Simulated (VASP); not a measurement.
# BaO (Fm-3m) in VASP: single point with LDA

Aim: the single point of BaO with LDA.

All numbers are computed with VASP 6.6.1; they aren't measurements. Logs are shortened: lines on timing, memory, paths and dates and some standing lists are left out, and cuts for length are marked.

### 1 The cell of the first run

It takes space group Fm-3m (No. 225, cubic). Conventional cell: a = 5.500 Å, b = 5.500 Å, c = 5.500 Å, α = 90.00°, β = 90.00°, γ = 90.00°. Ba (site symmetry m-3m) has 6 O at 2.75 Å within 3.6 Å. Within 3.6 Å of O (site symmetry m-3m) lie 6 Ba at 2.75 Å.

### 2 Single point, LDA

Input file INCAR:

```
SYSTEM = BaO
PREC = Accurate
ENCUT = 600
EDIFF = 1E-6
ISMEAR = 0
SIGMA = 0.01
LREAL = .FALSE.
LASPH = .TRUE.
NELM = 120
ALGO = Normal
ISIF = 2
LWAVE = .FALSE.
LCHARG = .FALSE.
GGA = CA
NBANDS = 15
GGA_COMPAT = .FALSE.
```

Input file KPOINTS:

```
regular mesh
0
G
  9 9 9
  0 0 0
```

Input file POSCAR:

```
BaO
1.0
    0.0000000000      2.7500000000      2.7500000000
    2.7500000000      0.0000000000      2.7500000000
    2.7500000000      2.7500000000      0.0000000000
Ba O
1 1
Direct
    0.0000000000      0.0000000000      0.0000000000
    0.5000000000      0.5000000000      0.5000000000
```

Potentials or basis: VASP PAW LDA potentials, release 64 (Ba_sv, O).

On the command line:

```sh
$ cat potpaw_LDA.64/Ba_sv/POTCAR potpaw_LDA.64/O/POTCAR > POTCAR
$ mpirun -np 1 vasp_std > vasp.out
```

OUTCAR:

```text
SYSTEM = BaO
   PREC = Accurate
   ENCUT = 600
   EDIFF = 1E-6
   ISMEAR = 0
   LREAL = .FALSE.
   LASPH = .TRUE.
   NELM = 120
   ISIF = 2
   GGA = CA

 ion  position               nearest neighbor table
   1  0.000  0.000  0.000-   2 2.75   2 2.75   2 2.75   2 2.75   2 2.75   2 2.75
   2  0.500  0.500  0.500-   1 2.75   1 2.75   1 2.75   1 2.75   1 2.75   1 2.75

  LATTYP: Found a face centered cubic cell.
 ALAT       =     5.5000000000

  Lattice vectors:

 A1 = (   0.0000000000,   2.7500000000,   2.7500000000)
 A2 = (   2.7500000000,   0.0000000000,   2.7500000000)
 A3 = (   2.7500000000,   2.7500000000,   0.0000000000)

Analysis of symmetry for initial positions (statically):
=====================================================================
 Subroutine PRICEL returns:
 Original cell was already a primitive cell.

 Routine SETGRP: Setting up the symmetry group for a
 face centered cubic supercell.

 Subroutine GETGRP returns: Found 48 space group operations
 (whereof 48 operations were pure point group operations)
 out of a pool of 48 trial point group operations.

The static configuration has the point symmetry O_h .

Analysis of symmetry for dynamics (positions and initial velocities):
=====================================================================
 Subroutine PRICEL returns:
 Original cell was already a primitive cell.

 Routine SETGRP: Setting up the symmetry group for a
 face centered cubic supercell.

 Subroutine GETGRP returns: Found 48 space group operations
 (whereof 48 operations were pure point group operations)
 out of a pool of 48 trial point group operations.

The dynamic configuration has the point symmetry O_h .

 Subroutine INISYM returns: Found 48 space group operations
 (whereof 48 operations are pure point group operations),
 and found     1 'primitive' translations

----------------------------------------------------------------------------------------

                                     Primitive cell

  volume of cell :      41.5938

  direct lattice vectors                    reciprocal lattice vectors
     0.000000000  2.750000000  2.750000000    -0.181818182  0.181818182  0.181818182
     2.750000000  0.000000000  2.750000000     0.181818182 -0.181818182  0.181818182
     2.750000000  2.750000000  0.000000000     0.181818182  0.181818182 -0.181818182

  length of vectors
     3.889087297  3.889087297  3.889087297     0.314918329  0.314918329  0.314918329

  position of ions in fractional coordinates (direct lattice)
     0.000000000  0.000000000  0.000000000
     0.500000000  0.500000000  0.500000000

  ion indices of the primitive-cell ions
   primitive index   ion index
                 1           1
                 2           2

----------------------------------------------------------------------------------------

 KPOINTS: regular mesh

Automatic generation of k-mesh.
 Grid dimensions read from file:
 generate k-points for:    9    9    9

 Generating k-lattice:

  Cartesian coordinates                     Fractional coordinates (reciprocal lattice)
    -0.020202020  0.020202020  0.020202020     0.111111111  0.000000000  0.000000000
     0.020202020 -0.020202020  0.020202020     0.000000000  0.111111111  0.000000000
     0.020202020  0.020202020 -0.020202020     0.000000000  0.000000000  0.111111111

  Length of vectors
     0.034990925  0.034990925  0.034990925

  Shift w.r.t. Gamma in fractional coordinates (k-lattice)
     0.000000000  0.000000000  0.000000000

 Subroutine IBZKPT returns following result:
 ===========================================

 Found     35 irreducible k-points:

 Following reciprocal coordinates:
            Coordinates               Weight
  0.000000  0.000000  0.000000      1.000000
  0.111111  0.000000  0.000000      8.000000
  0.222222  0.000000  0.000000      8.000000
  0.333333  0.000000  0.000000      8.000000
  0.444444  0.000000  0.000000      8.000000
  0.111111  0.111111  0.000000      6.000000
[... 16 lines left out ...]
 -0.333333  0.333333  0.000000     12.000000
  0.444444  0.444444  0.000000      6.000000
 [... further k-points ...]
   k-points           NKPTS =     35   k-points in BZ     NKDIM =     35   number of bands    NBANDS=     15
   number of dos      NEDOS =    301   number of ions     NIONS =      2
   total plane-waves  NPLWV =  32768
   dimension x,y,z NGX =    32 NGY =   32 NGZ =   32
   dimension x,y,z NGXF=    64 NGYF=   64 NGZF=   64
   ions per type =               1   1
   NGX,Y,Z   is equivalent  to a cutoff of  13.68, 13.68, 13.68 a.u.
   NGXF,Y,Z  is equivalent  to a cutoff of  27.36, 27.36, 27.36 a.u.
 SYSTEM =  BaO
   PREC   = accura    normal or accurate (medium, high low for compatibility)
   ISTART =      0    job   : 0-new  1-cont  2-samecut
   ICHARG =      2    charge: 1-file 2-atom 10-const
   ISPIN  =      1    spin polarized calculation?
   LNONCOLLINEAR =      F non collinear calculations
   LSORBIT =      F    spin-orbit coupling
   LASPH  =      T    aspherical Exc in radial PAW
   ENCUT  =  600.0 eV  44.10 Ry    6.64 a.u.   7.77  7.77  7.77*2*pi/ulx,y,z
   NELM   =    120;   NELMIN=  2; NELMDL= -5     # of ELM steps
   EDIFF  = 0.1E-05   stopping-criterion for ELM
   LREAL  =      F    real-space projection
   EDIFFG = 0.1E-04   stopping-criterion for IOM
   NSW    =      0    number of steps for IOM
   IBRION =     -1    ionic relax: 0-MD 1-quasi-New 2-CG
   NFREE  =      0    steps in history (QN), initial steepest desc. (CG)
   ISIF   =      2    stress and relaxation
   ISYM   =      2    0-nonsym 1-usesym 2-fastsym
   POTIM  = 0.5000    time-step for ionic-motion
   TEBEG  =    0.0;   TEEND  =   0.0 temperature during run
   PSTRESS=    0.0 pullay stress
   NELECT =      16.0000    total number of electrons
   NUPDOWN=      -1.0000    fix difference up-down
   EMIN   =  10.00;   EMAX   =-10.00  energy-range for DOS
   EFERMI =   0.00;   METHOD = LEGACY
   ISMEAR =     0;   SIGMA  =   0.01  broadening in eV -4-tet -1-fermi 0-gaus
   EFERMI_NEDOS =   21; number of points for ismear=-14 and -15
   IALGO  =     38    algorithm
   IMIX   =      4    mixing-type and parameters
     AMIX     =   0.40;   BMIX     =  1.00
     AMIX_MAG =   1.60;   BMIX_MAG =  1.00
  volume/ion in A,a.u.               =      20.80       140.34
  Fermi-wavevector in a.u.,A,eV,Ry     =   1.190617  2.249940 19.287200  1.417569
  Thomas-Fermi vector in A             =   2.326698
   LORBIT       =      0    0 simple, 1 ext, 2 COOP (PROOUT), +10 PAW based schemes
   GGA     = CA    functional components
   LHFCALC =     F    Hartree Fock is set to
   AEXX    =    0.0000 exact exchange contribution
   IVDW    =     0    specifies the selected vdW correction
   LEPSILON=     F    determine dielectric tensor
   LRPA    =     F    only Hartree local field effects (RPA)
 non-spin polarized calculation
 Gauss-broadening in eV      SIGMA  =   0.01
  energy-cutoff  :      600.00
  volume of cell :       41.59
 maximum number of plane-waves:      1411
   NGX = 15   NGY = 15   NGZ = 15

 number of electron      15.9999997 magnetization

 Free energy of the ion-electron system (eV)
  ---------------------------------------------------
  ext. energy  EPLUGINS =         0.00000000
  ---------------------------------------------------
  free energy    TOTEN  =       -13.11155340 eV

  energy without entropy =      -13.11155340  energy(sigma->0) =      -13.11155340

 E-fermi :   1.7492     XC(G=0): -10.1657

 val. band max:        1.6534998677   @ k =  -0.4444   0.4444   0.0000
 cond. band min:       3.4874400849   @ k =   0.4444   0.4444   0.0000
 fundamental gap:      1.8339402171
 Fermi energy:         1.7491746545

 k-point     1 :       0.0000    0.0000    0.0000
  band No.  band energies     occupation
      1     -24.0683      2.00000
      2     -13.0714      2.00000
      3      -8.5374      2.00000
      4      -8.5374      2.00000
      5      -8.5374      2.00000
      6       1.2663      2.00000
      7       1.2663      2.00000
      8       1.2663      2.00000
      9       5.1004      0.00000
     10       6.2733      0.00000
     11       6.2733      0.00000
     12       6.2733      0.00000
     13       8.6422      0.00000
     14       8.6422      0.00000
     15      11.3769      0.00000

 k-point     2 :       0.1111    0.0000    0.0000
  band No.  band energies     occupation
      1     -24.0359      2.00000
      2     -13.1704      2.00000
      3      -8.5629      2.00000
      4      -8.5532      2.00000
      5      -8.5532      2.00000
      6       0.9739      2.00000
      7       1.0955      2.00000
      8       1.0955      2.00000
      9       5.6369      0.00000
     10       6.1501      0.00000
     11       6.5125      0.00000
     12       6.5125      0.00000
     13       8.9762      0.00000
     14       8.9762      0.00000
     15      12.1878      0.00000

 k-point     3 :       0.2222    0.0000    0.0000
  band No.  band energies     occupation
      1     -23.9521      2.00000
      2     -13.4208      2.00000
      3      -8.6233      2.00000
      4      -8.5922      2.00000
      5      -8.5922      2.00000
      6       0.3909      2.00000
      7       0.7080      2.00000
      8       0.7080      2.00000
      9       5.9989      0.00000
     10       7.0108      0.00000
     11       7.1780      0.00000
     12       7.1780      0.00000
     13       9.8295      0.00000
     14       9.8295      0.00000
     15      14.0678      0.00000
[... 343 lines left out ...]
 k-point    23 :      -0.3333    0.3333    0.0000
  band No.  band energies     occupation
      1     -23.7155      2.00000
      2     -13.6192      2.00000
      3      -9.7430      2.00000
      4      -8.9263      2.00000
      5      -8.8937      2.00000
      6       0.3076      2.00000
      7       0.5639      2.00000
      8       1.4287      2.00000
      9       5.8671      0.00000
     10       7.4157      0.00000
     11       9.1237      0.00000
     12       9.6951      0.00000
     13      11.5366      0.00000
     14      13.0586      0.00000
     15      15.9935      0.00000

 k-point    24 :       0.4444    0.4444    0.0000
  band No.  band energies     occupation
      1     -23.7116      2.00000
      2     -13.3020      2.00000
      3     -10.0645      2.00000
      4      -9.1648      2.00000
      5      -9.1648      2.00000
      6       1.4701      2.00000
      7       1.4701      2.00000
      8       1.5363      2.00000
      9       3.4874      0.00000
     10       7.7251      0.00000
     11      10.6073      0.00000
     12      10.8642      0.00000
     13      11.3866      0.00000
     14      11.3866      0.00000
     15      15.4790      0.00000

 [... further k-points ...]

------------------------ aborting loop because EDIFF is reached ----------------------------------------

  FORCE on cell =-STRESS in cart. coord.  units (eV):
  Direction    XX          YY          ZZ          XY          YZ          ZX
  --------------------------------------------------------------------------------------
  -------------------------------------------------------------------------------------
  Total       -0.2545937     -0.2545937     -0.2545937      0.0000000      0.0000000      0.0000000
  in kB       -9.8068652     -9.8068652     -9.8068652      0.0000000      0.0000000      0.0000000
  external PRESSURE =      -9.8068652 kB  Pullay stress =       0.0000000 kB

 VOLUME and BASIS-vectors are now :
 -----------------------------------------------------------------------------
  energy-cutoff  :      600.00
  volume of cell :       41.59
      direct lattice vectors                 reciprocal lattice vectors
     0.000000000  2.750000000  2.750000000    -0.181818182  0.181818182  0.181818182
     2.750000000  0.000000000  2.750000000     0.181818182 -0.181818182  0.181818182
     2.750000000  2.750000000  0.000000000     0.181818182  0.181818182 -0.181818182

 POSITION                                       TOTAL-FORCE (eV/Angst)
 -----------------------------------------------------------------------------------
      0.00000      0.00000      0.00000        -0.000000     -0.000000      0.000000
      2.75000      2.75000      2.75000         0.000000      0.000000      0.000000
 -----------------------------------------------------------------------------------
    total drift:                                0.000000     -0.000000      0.000000

  FREE ENERGIE OF THE ION-ELECTRON SYSTEM (eV)
  ---------------------------------------------------
  free  energy   TOTEN  =       -13.1115534008 eV

  energy  without entropy=      -13.1115534008  energy(sigma->0) =      -13.11155340
```

Run time: 19 s. Hardware: 1 thread of Intel Xeon Platinum 8259CL at 2.50GHz (Skylake/Cascade Lake), shared host; peak memory 0.17 GiB.

What came out:

```
Free energy            : -13.1116 eV
Pressure               : -1.0 GPa
Band gap on the k mesh : 1.83 eV (least direct gap 1.95 eV)
```

Levels at points of the mesh, in eV from the valence-band top:
```
           k point  band 5  band 6  band 7  band 8  band 9  band 10  band 11  band 12
(0.00, 0.00, 0.00)  -10.19   -0.39   -0.39   -0.39    3.45     4.62     4.62     4.62
```

Caveat: spin-orbit coupling is left out, which moves the levels of the heavy elements; an odd mesh through Γ misses points on the zone boundary, where band edges can lie.
